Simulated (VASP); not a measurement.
# Si16Ge (a cell with a defect) in VASP: relaxation of the atoms with PBE+D3(BJ)

Aim: the relaxation of the atoms of Si16Ge (a cell with a defect) with PBE+D3(BJ).

Everything below comes from runs of VASP 6.6.1. Logs are shortened: lines on timing, memory, paths and dates and some standing lists are left out, and cuts for length are marked.

## Step 1: The cell of the first run

The cell holds a defect, 17 atoms: a = 7.679 Å, b = 7.679 Å, c = 7.679 Å, α = 60.00°, β = 60.00°, γ = 60.00°.

## Step 2: Relaxation of the atoms, PBE+D3(BJ)

INCAR reads:

```
PREC = Accurate
ENCUT = 520
EDIFF = 1E-7
ISMEAR = -1
SIGMA = 0.02
LREAL = Auto
LASPH = True
NELM = 60
ALGO = Normal
ISIF = 2
LWAVE = False
LCHARG = False
GGA = PE
IVDW = 12
IBRION = 2
NSW = 80
EDIFFG = -0.03
LUSENCCL = False
```

KPOINTS reads:

```
regular mesh
0
Gamma
  2 2 2
```

POSCAR reads:

```
Si16Ge
1.0
    0.0000000000      5.4300000000      5.4300000000
    5.4300000000      0.0000000000      5.4300000000
    5.4300000000      5.4300000000      0.0000000000
Si Ge
16 1
Direct
    0.0000000000      0.0000000000      0.0000000000
    0.1250000000      0.1250000000      0.1250000000
    0.0000000000      0.0000000000      0.5000000000
    0.1250000000      0.1250000000      0.6250000000
    0.0000000000      0.5000000000      0.0000000000
    0.1250000000      0.6250000000      0.1250000000
    0.0000000000      0.5000000000      0.5000000000
    0.1250000000      0.6250000000      0.6250000000
    0.5000000000      0.0000000000      0.0000000000
    0.6250000000      0.1250000000      0.1250000000
    0.5000000000      0.0000000000      0.5000000000
    0.6250000000      0.1250000000      0.6250000000
    0.5000000000      0.5000000000      0.0000000000
    0.6250000000      0.6250000000      0.1250000000
    0.5000000000      0.5000000000      0.5000000000
    0.6250000000      0.6250000000      0.6250000000
    0.8166941000      0.8137988000      0.3082785000
```

Potentials or basis: VASP PAW PBE potentials, release 64 (Si, Ge_d).

Started as:

```bash
cat potpaw_PBE.64/Si/POTCAR potpaw_PBE.64/Ge_d/POTCAR > POTCAR
mpirun -np 1 vasp_std > vasp.out
```

OUTCAR:

```text
PREC = Accurate
   ENCUT = 520
   EDIFF = 1E-7
   ISMEAR = -1
   LREAL = Auto
   LASPH = True
   NELM = 60
   ISIF = 2
   GGA = PE
   IVDW = 12
   IBRION = 2
   NSW = 80
   EDIFFG = -0.03
 IVDW          = 12

 ion  position               nearest neighbor table
   1  0.000  0.000  0.000-  17 2.22   4 2.35   6 2.35  10 2.35   2 2.35
   2  0.125  0.125  0.125-   1 2.35   3 2.35   5 2.35   9 2.35
   3  0.000  0.000  0.500-   2 2.35   4 2.35   8 2.35  12 2.35
   4  0.125  0.125  0.625-   1 2.35   3 2.35   7 2.35  11 2.35
   5  0.000  0.500  0.000-   2 2.35   6 2.35   8 2.35  14 2.35
   6  0.125  0.625  0.125-  17 2.23   5 2.35   7 2.35  13 2.35   1 2.35
   7  0.000  0.500  0.500-  17 2.26   6 2.35   8 2.35  16 2.35   4 2.35
   8  0.125  0.625  0.625-   3 2.35   5 2.35   7 2.35  15 2.35
   9  0.500  0.000  0.000-   2 2.35  10 2.35  12 2.35  14 2.35
  10  0.625  0.125  0.125-  17 2.25   9 2.35  11 2.35  13 2.35   1 2.35
  11  0.500  0.000  0.500-  17 2.27  10 2.35  12 2.35  16 2.35   4 2.35
  12  0.625  0.125  0.625-   3 2.35   9 2.35  11 2.35  15 2.35
  13  0.500  0.500  0.000-   6 2.35  10 2.35  14 2.35  16 2.35
  14  0.625  0.625  0.125-   5 2.35   9 2.35  13 2.35  15 2.35
  15  0.500  0.500  0.500-   8 2.35  12 2.35  14 2.35  16 2.35
  16  0.625  0.625  0.625-  17 2.28  11 2.35  13 2.35  15 2.35   7 2.35
  17  0.817  0.814  0.308-   1 2.22   6 2.23  10 2.25   7 2.26  11 2.27  16 2.28

  LATTYP: Found a face centered cubic cell.
 ALAT       =    10.8600000000

  Lattice vectors:

 A1 = (   0.0000000000,   5.4300000000,   5.4300000000)
 A2 = (   5.4300000000,   0.0000000000,   5.4300000000)
 A3 = (   5.4300000000,   5.4300000000,   0.0000000000)

Analysis of symmetry for initial positions (statically):
=====================================================================
 Subroutine PRICEL returns:
 Original cell was already a primitive cell.

 Routine SETGRP: Setting up the symmetry group for a
 face centered cubic supercell.

 Subroutine GETGRP returns: Found  1 space group operations
 (whereof  1 operations were pure point group operations)
 out of a pool of 48 trial point group operations.

The static configuration has the point symmetry C_1 .

Analysis of symmetry for dynamics (positions and initial velocities):
=====================================================================
 Subroutine PRICEL returns:
 Original cell was already a primitive cell.

 Routine SETGRP: Setting up the symmetry group for a
 face centered cubic supercell.

 Subroutine GETGRP returns: Found  1 space group operations
 (whereof  1 operations were pure point group operations)
 out of a pool of 48 trial point group operations.

The dynamic configuration has the point symmetry C_1 .

 Subroutine INISYM returns: Found  1 space group operations
 (whereof  1 operations are pure point group operations),
 and found     1 'primitive' translations

----------------------------------------------------------------------------------------

                                     Primitive cell
[... 103 lines left out ...]
   NELM   =     60;   NELMIN=  2; NELMDL= -5     # of ELM steps
   EDIFF  = 0.1E-06   stopping-criterion for ELM
   LREAL  =      T    real-space projection
   EDIFFG = -.3E-01   stopping-criterion for IOM
   NSW    =     80    number of steps for IOM
   IBRION =      2    ionic relax: 0-MD 1-quasi-New 2-CG
   NFREE  =      1    steps in history (QN), initial steepest desc. (CG)
   ISIF   =      2    stress and relaxation
   ISYM   =      2    0-nonsym 1-usesym 2-fastsym
   POTIM  = 0.5000    time-step for ionic-motion
   TEBEG  =    0.0;   TEEND  =   0.0 temperature during run
   PSTRESS=    0.0 pullay stress
   NELECT =      78.0000    total number of electrons
   NUPDOWN=      -1.0000    fix difference up-down
   EMIN   =  10.00;   EMAX   =-10.00  energy-range for DOS
   EFERMI =   0.00;   METHOD = LEGACY
   ISMEAR =    -1;   SIGMA  =   0.02  broadening in eV -4-tet -1-fermi 0-gaus
   EFERMI_NEDOS =   21; number of points for ismear=-14 and -15
   IALGO  =     38    algorithm
   IMIX   =      4    mixing-type and parameters
     AMIX     =   0.40;   BMIX     =  1.00
     AMIX_MAG =   1.60;   BMIX_MAG =  1.00
  volume/ion in A,a.u.               =      18.84       127.11
  Fermi-wavevector in a.u.,A,eV,Ry     =   1.022421  1.932096 14.222785  1.045345
  Thomas-Fermi vector in A             =   2.156100
   LORBIT       =      0    0 simple, 1 ext, 2 COOP (PROOUT), +10 PAW based schemes
   GGA     = PE    functional components
   LHFCALC =     F    Hartree Fock is set to
   AEXX    =    0.0000 exact exchange contribution
   IVDW    =    12    specifies the selected vdW correction
   LEPSILON=     F    determine dielectric tensor
   LRPA    =     F    only Hartree local field effects (RPA)
 conjugate gradient relaxation of ions
 non-spin polarized calculation
  energy-cutoff  :      520.00
  volume of cell :      320.21
 maximum number of plane-waves:      8646
 NGX is ok and might be reduce to    60
   NGX = 29   NGY = 29   NGZ = 29

--------------------------------------- Ionic step        1  -------------------------------------------

 number of electron      78.0000003 magnetization

 Free energy of the ion-electron system (eV)
  ---------------------------------------------------
  ext. energy  EPLUGINS =         0.00000000
  ---------------------------------------------------
  free energy    TOTEN  =       -84.78575903 eV

  energy without entropy =      -84.77546948  energy(sigma->0) =      -84.78061425

------------------------ aborting loop because EDIFF is reached ----------------------------------------

 Edisp (eV)   -5.67637

 E8    (eV) :    -2.3606
[... 150 lines left out ...]
  FREE ENERGIE OF THE ION-ELECTRON SYSTEM (eV)
  ---------------------------------------------------
  free  energy   TOTEN  =       -91.5956301085 eV

  energy  without entropy=      -91.5884367993  energy(sigma->0) =      -91.59203345

[... ionic steps 4 to 15 ...]

--------------------------------------- Ionic step       16  -------------------------------------------

 number of electron      78.0000000 magnetization

------------------------ aborting loop because EDIFF is reached ----------------------------------------
[... 105 lines left out ...]
--------------------------------------- Ionic step       18  -------------------------------------------

 number of electron      78.0000000 magnetization

 Free energy of the ion-electron system (eV)
  ---------------------------------------------------
  ext. energy  EPLUGINS =         0.00000000
  ---------------------------------------------------
  free energy    TOTEN  =       -86.35780548 eV

  energy without entropy =      -86.35554271  energy(sigma->0) =      -86.35667410

 E-fermi :   6.6446     XC(G=0):  -9.7718

 val. band max:        6.5818913564   @ k =   0.5000   0.5000   0.5000
 cond. band min:       6.7178700203   @ k =   0.0000   0.0000   0.0000
 fundamental gap:      0.1359786638
 Fermi energy:         6.6446498190

 k-point     1 :       0.0000    0.0000    0.0000
  band No.  band energies     occupation
      1     -17.9217      2.00000
      2     -17.9216      2.00000
      3     -17.7920      2.00000
      4     -17.7920      2.00000
      5     -17.7867      2.00000
      6      -6.3474      2.00000
[... 445 lines left out ...]
  FREE ENERGIE OF THE ION-ELECTRON SYSTEM (eV)
  ---------------------------------------------------
  free  energy   TOTEN  =       -92.0247304138 eV

  energy  without entropy=      -92.0224676464  energy(sigma->0) =      -92.02359903

 reached required accuracy - stopping structural energy minimisation
```

OSZICAR:

```text
N       E                     dE             d eps       ncg     rms          rms(c)
DAV:   1     0.425997434364E+03    0.42600E+03   -0.30456E+04   936   0.177E+03
DAV:   2    -0.172086447646E+02   -0.44321E+03   -0.42125E+03   840   0.417E+02
DAV:   3    -0.829869577177E+02   -0.65778E+02   -0.63022E+02   920   0.112E+02
DAV:   4    -0.865285096428E+02   -0.35416E+01   -0.34804E+01   952   0.308E+01
[... 174 lines left out ...]
DAV:   1    -0.863577629147E+02   -0.28684E-03   -0.96861E-03   792   0.399E-01    0.476E-02
DAV:   2    -0.863578097842E+02   -0.46870E-04   -0.55536E-04  1000   0.102E-01    0.151E-02
DAV:   3    -0.863578056750E+02    0.41092E-05   -0.21518E-05   880   0.220E-02    0.833E-03
DAV:   4    -0.863578054178E+02    0.25723E-06   -0.58891E-06   976   0.916E-03    0.395E-03
DAV:   5    -0.863578054815E+02   -0.63751E-07   -0.49120E-07   880   0.291E-03
  18 F= -.92024730E+02 E0= -.92023599E+02  d E =-.613003E-03
```

Run time: 5 min. Hardware: 1 × NVIDIA H100 80GB with 1 thread of Intel Xeon Platinum 8481C at 2.70GHz (Sapphire Rapids), shared host; peak memory 1.4 GiB.

What came out:

```yaml
Free_energy: -92.0247 eV
Energy_gained_by_relaxing: 91.9 meV/atom
Ionic_steps: 18
Pressure_after_relaxing: 2.6 GPa
Largest_force_after_relaxing: 0.022 eV/Å
Band_gap_on_the_k_mesh: 0.14 eV
Dispersion_energy_per_atom: -0.333 eV
```

Forces on the atoms (eV/Å):
```
Si  -0.010 -0.010  0.003
Si   0.013  0.014 -0.005
Si  -0.018 -0.011  0.001
Si   0.009  0.004 -0.004
Si   0.002 -0.013 -0.011
Si  -0.004  0.007  0.008
Si  -0.004  0.004 -0.001
Si   0.004 -0.001  0.006
Si  -0.008  0.000 -0.007
Si   0.003 -0.006  0.004
Si   0.003  0.003  0.006
Si   0.000 -0.002 -0.001
Si   0.006  0.002 -0.007
Si   0.001  0.008  0.020
Si   0.001  0.001 -0.004
Si  -0.006 -0.005 -0.004
Ge   0.007  0.003 -0.004
```

Stress tensor (GPa, compression positive):
```
 2.60 -0.65 -0.65
-0.65  2.60 -0.65
-0.65 -0.65  2.60
```

Step by step:
```
step  energy change (eV)  largest force (eV/Å)  pressure (GPa)
   1              0.0000                3.2920            6.72
   2             -1.1278                0.9789            4.87
   3             -1.1335                0.9301            4.89
   4             -1.2375                0.5217            4.69
   5             -1.2458                0.5460            4.62
   6             -1.2971                0.3199            4.47
   7             -1.3065                0.3695            4.38
   8             -1.3585                0.2778            4.25
   9             -1.4531                0.4900            3.84
  10             -1.4140                1.0792            2.95
  11             -1.4694                0.7283            3.51
  12             -1.5029                0.5817            3.33
  13             -1.5539                0.2043            2.76
  14             -1.5548                0.2192            2.67
  15             -1.5611                0.0865            2.63
  16             -1.5620                0.0486            2.60
  17             -1.5624                0.0366            2.60
  18             -1.5626                0.0217            2.60
```

Final structure:
```xyz
17
Lattice="0.0000 5.4300 5.4300 5.4300 0.0000 5.4300 5.4300 5.4300 0.0000" Properties=species:S:1:pos:R:3 pbc="T T T"
Si    5.3097    5.3105    0.1349
Si    1.2727    1.2735    1.3863
Si    7.8833    7.8838   10.6000
Si    3.8259    3.8270    1.1150
Si    8.1209    5.5140    2.8004
Si    3.9441    1.4753    4.1919
Si    5.3103    2.8472    2.5969
Si    6.7032    4.0996    3.9904
Si    5.5130    8.1221    2.8002
Si    1.4747    3.9457    4.1916
Si    2.8465    5.3110    2.5968
Si    4.0989    6.7044    3.9907
Si    2.9534    2.9548    5.6720
Si    4.3261    4.3268    7.0430
Si    5.5122    5.5130    5.4085
Si    6.9046    6.9050    6.6622
Ge    6.1134    6.1149    8.8328
```

Levels at points of the mesh, in eV from the valence-band top:
| k point | band 37 | band 38 | band 39 | band 40 | band 41 | band 42 |
| --- | --- | --- | --- | --- | --- | --- |
| (0.00, 0.00, 0.00) | -0.38 | -0.35 | -0.35 | 0.14 | 0.14 | 0.48 |
| (0.50, 0.00, 0.00) | -1.15 | -0.58 | -0.25 | 0.44 | 0.93 | 1.08 |
| (0.00, 0.50, 0.00) | -1.15 | -0.58 | -0.25 | 0.44 | 0.93 | 1.08 |
| (0.00, 0.00, 0.50) | -1.15 | -0.58 | -0.25 | 0.44 | 0.93 | 1.08 |
| (0.50, 0.50, 0.50) | -1.03 | -1.03 | 0.00 | 0.63 | 0.64 | 1.37 |
| (0.50, 0.50, 0.00) | -1.50 | -0.38 | -0.06 | 0.65 | 1.61 | 1.64 |
| (0.00, 0.50, 0.50) | -1.51 | -0.38 | -0.06 | 0.65 | 1.61 | 1.64 |
| (0.50, 0.00, 0.50) | -1.51 | -0.38 | -0.06 | 0.65 | 1.61 | 1.64 |

Caveat: the k points lie up to 0.50 Å⁻¹ apart.
